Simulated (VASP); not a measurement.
The system is Li2ZrO2.

```xyz
5
Lattice="-1.7384 1.7384 4.7044 1.7384 -1.7384 4.7044 1.7384 1.7384 -4.7044" Properties=species:S:1:pos:R:3 pbc="T T T"
Li    0.0000    1.7384    2.3522
Li    1.7384    0.0000    2.3522
Zr    0.0000    0.0000    0.0000
O     0.0000    0.0000    5.8118
O     0.0000    0.0000    3.5971
```

```yaml
Program: VASP 6.6.1
Task: relaxation of cell and atoms
Functional: PBE
Potentials_or_basis: VASP PAW PBE potentials, release 64 (Li_sv, Zr_sv, O)
Cutoff: 600 eV
k_mesh: 8 × 8 × 8
Occupations: gaussian, width 0.1 eV
Spin: no spin polarisation
```

At the start: pressure -14.9 GPa; volume 11.37 Å³/atom.

Where does the relaxation end?

Over 7 steps the energy falls by 533.3 meV/atom and the volume is 9.04 Å³/atom (-20.5 %); space group I4/mmm (No. 139, to 0.05 Å).

Step by step:
| step | energy change (eV) | largest force (eV/Å) | pressure (GPa) | volume (Å³) |
| --- | --- | --- | --- | --- |
| 1 | 0.0000 | 2.4849 | -14.86 | 56.87 |
| 2 | -2.5356 | 0.4361 | -7.26 | 48.00 |
| 3 | -2.5977 | 0.7053 | -4.13 | 46.79 |
| 4 | -2.6006 | 0.7573 | -3.41 | 46.54 |
| 5 | -2.6534 | 0.3949 | 0.98 | 45.02 |
| 6 | -2.6553 | 0.2997 | 2.13 | 44.68 |
| 7 | -2.6665 | 0.0003 | 0.36 | 45.22 |

Final structure:
```xyz
5
Lattice="-1.4907 1.4907 5.0875 1.4907 -1.4907 5.0875 1.4907 1.4907 -5.0875" Properties=species:S:1:pos:R:3 pbc="T T T"
Li    0.0000    1.4907    2.5438
Li    1.4907    0.0000    2.5438
Zr    0.0000    0.0000    0.0000
O     0.0000    0.0000    6.3688
O     0.0000    0.0000    3.8063
```

Caveat: the cutoff is under 1.25 times the usual one of these potentials, so pressure, stress and relaxed cells hold a basis-set (Pulay) error; the volume moved by over 15 % at a fixed basis, so the end points are rough.
